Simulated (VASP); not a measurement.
# CaSe (Fm-3m) in VASP: single point with r2SCAN

Aim: the single point of CaSe with r2SCAN.

Everything below comes from runs of VASP 6.6.1. Logs are shortened: lines on timing, memory, paths and dates and some standing lists are left out, and cuts for length are marked.

### 1 The cell of the first run

The structure is cubic, space group Fm-3m (No. 225). Conventional cell: a = 5.935 Å, b = 5.935 Å, c = 5.935 Å, α = 90.00°, β = 90.00°, γ = 90.00°. Within 3.9 Å of Ca (site symmetry m-3m) lie 6 Se at 2.97 Å. Se (site symmetry m-3m) has 6 Ca at 2.97 Å within 3.9 Å.

### 2 Single point, r2SCAN

Contents of POSCAR:

```
CaSe
1.0
    0.0000000000      2.9673830684      2.9673830684
    2.9673830684      0.0000000000      2.9673830684
    2.9673830684      2.9673830684      0.0000000000
Ca Se
1 1
Direct
    0.0000000000      0.0000000000      0.0000000000
    0.5000000000      0.5000000000      0.5000000000
```

Contents of INCAR.step1:

```
SYSTEM = CaSe
PREC = Accurate
ENCUT = 520
ISMEAR = -1
SIGMA = 0.02
LREAL = .FALSE.
LASPH = .TRUE.
NELM = 60
NBANDS = 15
GGA = PE
ALGO = Normal
EDIFF = 1E-4
LWAVE = .TRUE.
LCHARG = .FALSE.
```

Contents of INCAR.step2:

```
SYSTEM = CaSe
PREC = Accurate
ENCUT = 520
EDIFF = 1E-6
ISMEAR = -1
SIGMA = 0.02
LREAL = .FALSE.
LASPH = .TRUE.
NELM = 60
ALGO = Normal
ISIF = 2
LWAVE = .FALSE.
LCHARG = .FALSE.
METAGGA = R2SCAN
LMIXTAU = .TRUE.
NBANDS = 15
ISTART = 1
```

Contents of KPOINTS:

```
Automatic mesh
0
G
  9 9 9
  0 0 0
```

Potentials or basis: VASP PAW PBE potentials, release 64 (Ca_sv, Se).

Command:

```console
$ cat potpaw_PBE.64/Ca_sv/POTCAR potpaw_PBE.64/Se/POTCAR > POTCAR
$ cp INCAR.step1 INCAR
$ mpirun -np 1 vasp_std > vasp.out
$ cp INCAR.step2 INCAR
$ mpirun -np 1 vasp_std > vasp.out
```

OUTCAR:

```text
SYSTEM = CaSe
   PREC = Accurate
   ENCUT = 520
   EDIFF = 1E-6
   ISMEAR = -1
   LREAL = .FALSE.
   LASPH = .TRUE.
   NELM = 60
   ISIF = 2
   METAGGA = R2SCAN
   ISTART = 1

 ion  position               nearest neighbor table
   1  0.000  0.000  0.000-   2 2.97   2 2.97   2 2.97   2 2.97   2 2.97   2 2.97
   2  0.500  0.500  0.500-   1 2.97   1 2.97   1 2.97   1 2.97   1 2.97   1 2.97

  LATTYP: Found a face centered cubic cell.
 ALAT       =     5.9347661368

  Lattice vectors:

 A1 = (   0.0000000000,   2.9673830684,   2.9673830684)
 A2 = (   2.9673830684,   0.0000000000,   2.9673830684)
 A3 = (   2.9673830684,   2.9673830684,   0.0000000000)

Analysis of symmetry for initial positions (statically):
=====================================================================
 Subroutine PRICEL returns:
 Original cell was already a primitive cell.

 Routine SETGRP: Setting up the symmetry group for a
 face centered cubic supercell.

 Subroutine GETGRP returns: Found 48 space group operations
 (whereof 48 operations were pure point group operations)
 out of a pool of 48 trial point group operations.

The static configuration has the point symmetry O_h .

Analysis of symmetry for dynamics (positions and initial velocities):
=====================================================================
 Subroutine PRICEL returns:
 Original cell was already a primitive cell.

 Routine SETGRP: Setting up the symmetry group for a
 face centered cubic supercell.

 Subroutine GETGRP returns: Found 48 space group operations
 (whereof 48 operations were pure point group operations)
 out of a pool of 48 trial point group operations.

The dynamic configuration has the point symmetry O_h .

 Subroutine INISYM returns: Found 48 space group operations
 (whereof 48 operations are pure point group operations),
 and found     1 'primitive' translations

----------------------------------------------------------------------------------------

                                     Primitive cell

  volume of cell :      52.2578

  direct lattice vectors                    reciprocal lattice vectors
     0.000000000  2.967383068  2.967383068    -0.168498636  0.168498636  0.168498636
     2.967383068  0.000000000  2.967383068     0.168498636 -0.168498636  0.168498636
     2.967383068  2.967383068  0.000000000     0.168498636  0.168498636 -0.168498636

  length of vectors
     4.196513380  4.196513380  4.196513380     0.291848199  0.291848199  0.291848199

  position of ions in fractional coordinates (direct lattice)
     0.000000000  0.000000000  0.000000000
     0.500000000  0.500000000  0.500000000

  ion indices of the primitive-cell ions
   primitive index   ion index
                 1           1
                 2           2

----------------------------------------------------------------------------------------

 KPOINTS: Automatic mesh

Automatic generation of k-mesh.
 Grid dimensions read from file:
 generate k-points for:    9    9    9

 Generating k-lattice:

  Cartesian coordinates                     Fractional coordinates (reciprocal lattice)
    -0.018722071  0.018722071  0.018722071     0.111111111  0.000000000  0.000000000
     0.018722071 -0.018722071  0.018722071     0.000000000  0.111111111  0.000000000
     0.018722071  0.018722071 -0.018722071     0.000000000  0.000000000  0.111111111

  Length of vectors
     0.032427578  0.032427578  0.032427578

  Shift w.r.t. Gamma in fractional coordinates (k-lattice)
     0.000000000  0.000000000  0.000000000

 Subroutine IBZKPT returns following result:
 ===========================================

 Found     35 irreducible k-points:

 Following reciprocal coordinates:
            Coordinates               Weight
  0.000000  0.000000  0.000000      1.000000
  0.111111  0.000000  0.000000      8.000000
  0.222222  0.000000  0.000000      8.000000
  0.333333  0.000000  0.000000      8.000000
  0.444444  0.000000  0.000000      8.000000
  0.111111  0.111111  0.000000      6.000000
[... 16 lines left out ...]
 -0.333333  0.333333  0.000000     12.000000
  0.444444  0.444444  0.000000      6.000000
 [... further k-points ...]
   k-points           NKPTS =     35   k-points in BZ     NKDIM =     35   number of bands    NBANDS=     15
   number of dos      NEDOS =    301   number of ions     NIONS =      2
   total plane-waves  NPLWV =  32768
   dimension x,y,z NGX =    32 NGY =   32 NGZ =   32
   dimension x,y,z NGXF=    64 NGYF=   64 NGZF=   64
   ions per type =               1   1
   NGX,Y,Z   is equivalent  to a cutoff of  12.68, 12.68, 12.68 a.u.
   NGXF,Y,Z  is equivalent  to a cutoff of  25.35, 25.35, 25.35 a.u.
 SYSTEM =  CaSe
   PREC   = accura    normal or accurate (medium, high low for compatibility)
   ISTART =      1    job   : 0-new  1-cont  2-samecut
   ICHARG =      0    charge: 1-file 2-atom 10-const
   ISPIN  =      1    spin polarized calculation?
   LNONCOLLINEAR =      F non collinear calculations
   LSORBIT =      F    spin-orbit coupling
   LASPH  =      T    aspherical Exc in radial PAW
   ENCUT  =  520.0 eV  38.22 Ry    6.18 a.u.   7.80  7.80  7.80*2*pi/ulx,y,z
   NELM   =     60;   NELMIN=  2; NELMDL=  0     # of ELM steps
   EDIFF  = 0.1E-05   stopping-criterion for ELM
   LREAL  =      F    real-space projection
   EDIFFG = 0.1E-04   stopping-criterion for IOM
   NSW    =      0    number of steps for IOM
   IBRION =     -1    ionic relax: 0-MD 1-quasi-New 2-CG
   NFREE  =      0    steps in history (QN), initial steepest desc. (CG)
   ISIF   =      2    stress and relaxation
   ISYM   =      2    0-nonsym 1-usesym 2-fastsym
   POTIM  = 0.5000    time-step for ionic-motion
   TEBEG  =    0.0;   TEEND  =   0.0 temperature during run
   PSTRESS=    0.0 pullay stress
   NELECT =      16.0000    total number of electrons
   NUPDOWN=      -1.0000    fix difference up-down
   EMIN   =  10.00;   EMAX   =-10.00  energy-range for DOS
   EFERMI =   0.00;   METHOD = LEGACY
   ISMEAR =    -1;   SIGMA  =   0.02  broadening in eV -4-tet -1-fermi 0-gaus
   EFERMI_NEDOS =   21; number of points for ismear=-14 and -15
   IALGO  =     38    algorithm
   IMIX   =      4    mixing-type and parameters
     AMIX     =   0.40;   BMIX     =  1.00
     AMIX_MAG =   1.60;   BMIX_MAG =  1.00
  volume/ion in A,a.u.               =      26.13       176.33
  Fermi-wavevector in a.u.,A,eV,Ry     =   1.103396  2.085115 16.564844  1.217482
  Thomas-Fermi vector in A             =   2.239853
   LORBIT       =      0    0 simple, 1 ext, 2 COOP (PROOUT), +10 PAW based schemes
   METAGGA = R2SCAN    functional components
   LHFCALC =     F    Hartree Fock is set to
   AEXX    =    0.0000 exact exchange contribution
   IVDW    =     0    specifies the selected vdW correction
   LEPSILON=     F    determine dielectric tensor
   LRPA    =     F    only Hartree local field effects (RPA)
 non-spin polarized calculation
  energy-cutoff  :      520.00
  volume of cell :       52.26
 maximum number of plane-waves:      1420
   NGX = 15   NGY = 15   NGZ = 15

 number of electron      15.9999997 magnetization

 Free energy of the ion-electron system (eV)
  ---------------------------------------------------
  ext. energy  EPLUGINS =         0.00000000
  ---------------------------------------------------
  free energy    TOTEN  =       -25.97909416 eV

  energy without entropy =      -25.97909416  energy(sigma->0) =      -25.97909416

 E-fermi :   2.6091     XC(G=0):  -9.5360

 val. band max:        2.1155532568   @ k =   0.0000   0.0000   0.0000
 cond. band min:       4.6702292640   @ k =   0.4444   0.4444   0.0000
 fundamental gap:      2.5546760072
 Fermi energy:         2.6091282016

 k-point     1 :       0.0000    0.0000    0.0000
  band No.  band energies     occupation
      1     -39.2118      2.00000
      2     -19.3213      2.00000
      3     -19.3213      2.00000
      4     -19.3212      2.00000
      5     -10.0438      2.00000
      6       2.1155      2.00000
      7       2.1155      2.00000
      8       2.1156      2.00000
      9       6.1953      0.00000
     10       6.3457      0.00000
     11       6.3457      0.00000
     12       6.3457      0.00000
     13       6.9353      0.00000
     14       6.9353      0.00000
     15      12.5790      0.00000

 k-point     2 :       0.1111    0.0000    0.0000
  band No.  band energies     occupation
      1     -39.2111      2.00000
      2     -19.3346      2.00000
      3     -19.3221      2.00000
      4     -19.3220      2.00000
      5      -9.9690      2.00000
      6       1.5244      2.00000
      7       1.9314      2.00000
      8       1.9314      2.00000
      9       6.3060      0.00000
     10       6.5202      0.00000
     11       6.5203      0.00000
     12       6.9258      0.00000
     13       7.2555      0.00000
     14       7.2555      0.00000
     15      12.7017      0.00000

 k-point     3 :       0.2222    0.0000    0.0000
  band No.  band energies     occupation
      1     -39.2092      2.00000
      2     -19.3678      2.00000
      3     -19.3241      2.00000
      4     -19.3241      2.00000
      5      -9.7718      2.00000
      6       0.4359      2.00000
      7       1.5404      2.00000
      8       1.5404      2.00000
      9       6.3681      0.00000
     10       6.9569      0.00000
     11       6.9570      0.00000
     12       8.0883      0.00000
     13       8.0883      0.00000
     14       8.2308      0.00000
     15      12.3161      0.00000

 k-point     4 :       0.3333    0.0000    0.0000
  band No.  band energies     occupation
      1     -39.2071      2.00000
      2     -19.4051      2.00000
      3     -19.3264      2.00000
      4     -19.3264      2.00000
      5      -9.5316      2.00000
      6      -0.5126      2.00000
      7       1.1786      2.00000
      8       1.1786      2.00000
      9       6.6321      0.00000
     10       7.5616      0.00000
     11       7.5616      0.00000
     12       8.8423      0.00000
     13       9.1028      0.00000
     14       9.1029      0.00000
     15      12.2475      0.00000
[... 307 lines left out ...]
 k-point    22 :      -0.4444    0.3333    0.0000
  band No.  band energies     occupation
      1     -39.2038      2.00000
      2     -19.3935      2.00000
      3     -19.3677      2.00000
      4     -19.3448      2.00000
      5      -9.3914      2.00000
      6      -0.2819      2.00000
      7       0.3561      2.00000
      8       1.0455      2.00000
      9       5.7186      0.00000
     10       8.3856      0.00000
     11       8.4141      0.00000
     12       8.5077      0.00000
     13       8.7020      0.00000
     14       9.1354      0.00000
     15      11.8808      0.00000

 k-point    23 :      -0.3333    0.3333    0.0000
  band No.  band energies     occupation
      1     -39.2040      2.00000
      2     -19.3906      2.00000
      3     -19.3770      2.00000
      4     -19.3384      2.00000
      5      -9.3571      2.00000
      6      -0.2692      2.00000
      7       0.0789      2.00000
      8       0.9555      2.00000
      9       6.6092      0.00000
     10       8.1314      0.00000
     11       8.1683      0.00000
     12       8.2276      0.00000
     13       9.2288      0.00000
     14       9.8861      0.00000
     15      11.8361      0.00000

 k-point    24 :       0.4444    0.4444    0.0000
  band No.  band energies     occupation
      1     -39.2037      2.00000
      2     -19.3979      2.00000
      3     -19.3519      2.00000
      4     -19.3518      2.00000
      5      -9.4609      2.00000
      6      -0.4067      2.00000
      7       1.1925      2.00000
      8       1.1925      2.00000
      9       4.6702      0.00000
     10       7.6887      0.00000
     11       7.9236      0.00000
     12       8.7286      0.00000
     13       8.7286      0.00000
     14       8.8205      0.00000
     15      13.0134      0.00000

 [... further k-points ...]

------------------------ aborting loop because EDIFF is reached ----------------------------------------

  FORCE on cell =-STRESS in cart. coord.  units (eV):
  Direction    XX          YY          ZZ          XY          YZ          ZX
  --------------------------------------------------------------------------------------
  -------------------------------------------------------------------------------------
  Total        0.0832299      0.0832299      0.0832299      0.0000000     -0.0000000     -0.0000000
  in kB        2.5517563      2.5517563      2.5517563      0.0000000     -0.0000000     -0.0000000
  external PRESSURE =       2.5517563 kB  Pullay stress =       0.0000000 kB

 VOLUME and BASIS-vectors are now :
 -----------------------------------------------------------------------------
  energy-cutoff  :      520.00
  volume of cell :       52.26
      direct lattice vectors                 reciprocal lattice vectors
     0.000000000  2.967383068  2.967383068    -0.168498636  0.168498636  0.168498636
     2.967383068  0.000000000  2.967383068     0.168498636 -0.168498636  0.168498636
     2.967383068  2.967383068  0.000000000     0.168498636  0.168498636 -0.168498636

 POSITION                                       TOTAL-FORCE (eV/Angst)
 -----------------------------------------------------------------------------------
      0.00000      0.00000      0.00000         0.000000      0.000000      0.000000
      2.96738      2.96738      2.96738         0.000000      0.000000     -0.000000
 -----------------------------------------------------------------------------------
    total drift:                                0.000000     -0.000000     -0.000000

  FREE ENERGIE OF THE ION-ELECTRON SYSTEM (eV)
  ---------------------------------------------------
  free  energy   TOTEN  =       -25.9790941560 eV

  energy  without entropy=      -25.9790941560  energy(sigma->0) =      -25.97909416
```

Wall time 71 s (1 thread of Intel Xeon Platinum 8488C (Sapphire Rapids), shared host); peak memory 0.2 GiB.

What came out:

```
Free energy            : -25.9791 eV
Pressure               : 0.3 GPa
Band gap on the k mesh : 2.55 eV (least direct gap 3.48 eV)
```

Levels at points of the mesh, in eV from the valence-band top:
```
           k point  band 4  band 5  band 6  band 7  band 8  band 9  band 10  band 11  band 12  band 13
(0.00, 0.00, 0.00)  -21.44  -12.16    0.00    0.00    0.00    4.08     4.23     4.23     4.23     4.82
```

Caveat: the PAW data sets were made with another functional, which shifts forces and pressure a little; an odd mesh through Γ misses points on the zone boundary, where band edges can lie.
